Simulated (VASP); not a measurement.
# CaBr: relaxation of cell and atoms with PBE

The system is CaBr.

```
CELL_PARAMETERS angstrom
4.08415 0.00000 0.00000
-2.04207 3.53698 0.00000
0.00000 0.00000 9.67213
ATOMIC_POSITIONS crystal
Br 0.66667 0.33333 0.53449
Br 0.33333 0.66667 0.03449
Ca 0.66667 0.33333 0.84051
Ca 0.33333 0.66667 0.34051
```

| Item | Value |
| --- | --- |
| Program | VASP 6.6.1 |
| Task | relaxation of cell and atoms |
| Functional | PBE |
| Potentials or basis | VASP PAW PBE potentials, release 64 (Br, Ca_sv) |
| Cutoff | 600 eV |
| k mesh | 8 × 8 × 3 |
| Occupations | fermi-dirac, width 0.05 eV |
| Spin | no spin polarisation |
| Target pressure | 5 GPa |
| Dipole correction | no |
| Further INCAR settings | ALGO = Normal; EDIFF = 1e-07; IBRION = 2; EDIFFG = -0.01; NSW = 60; ISIF = 3 |

```yaml
Relaxed_volume: 29.37 Å³/atom
Relaxed_cell: a = 3.767 Å, b = 3.767 Å, c = 9.557 Å, α = 90.00°, β = 90.00°, γ = 120.00°
Space_group_after_relaxing_to_0.1_Å: P6_3mc (No. 186)
Energy_change_on_relaxing_the_run_minimises_the_enthalpy: +76.9 meV/atom
Ionic_steps: 8
Pressure_after_relaxing: 5.0 GPa
Largest_force_after_relaxing: 0.010 eV/Å
Band_gap_on_the_k_mesh: zero (bands 17 and 18 overlap by 1.05 eV)
```

Forces in eV/Å, atoms in the order of the input:
```
Br   0.000  0.000  0.010
Br   0.000  0.000  0.010
Ca   0.000  0.000 -0.010
Ca   0.000  0.000 -0.010
```

Step by step:
```tsv
step	energy change (eV)	largest force (eV/Å)	pressure (GPa)	volume (Å³)
1	0.0000	0.1310	0.61	139.72
2	0.2664	0.3370	4.71	121.25
3	0.3107	0.3590	5.18	119.76
4	0.2972	0.2345	5.11	118.72
5	0.3169	0.0348	5.08	117.18
6	0.3207	0.0186	5.08	117.06
7	0.3189	0.0259	5.08	117.11
8	0.3076	0.0096	4.96	117.47
```

Final structure:
```
CELL_PARAMETERS angstrom
3.76746 0.00000 0.00000
-1.88373 3.26272 0.00000
0.00000 0.00000 9.55671
ATOMIC_POSITIONS crystal
Br 0.66667 0.33333 0.54014
Br 0.33333 0.66667 0.04014
Ca 0.66667 0.33333 0.83486
Ca 0.33333 0.66667 0.33486
```

Levels at points of the mesh, in eV from the Fermi level:
```csv
k point,band 13,band 14,band 15,band 16,band 17,band 18,band 19,band 20,band 21
"(0.00, 0.00, 0.00)",-3.73,-3.73,-3.62,-3.62,-1.80,-0.25,2.22,2.22,2.37
"(0.50, 0.00, 0.00)",-5.50,-5.26,-4.31,-4.15,0.01,0.02,1.08,1.17,2.40
```

Wall time 3.7 min on 1 thread of Intel(R) Xeon(R) 6975P-C (Granite Rapids) (shared host), peak memory 0.36 GiB.

Caveat: the cell is relaxed towards a set pressure, so the run minimises the enthalpy, not the energy; the volume moved by over 15 % at a fixed basis, so the end points are rough.
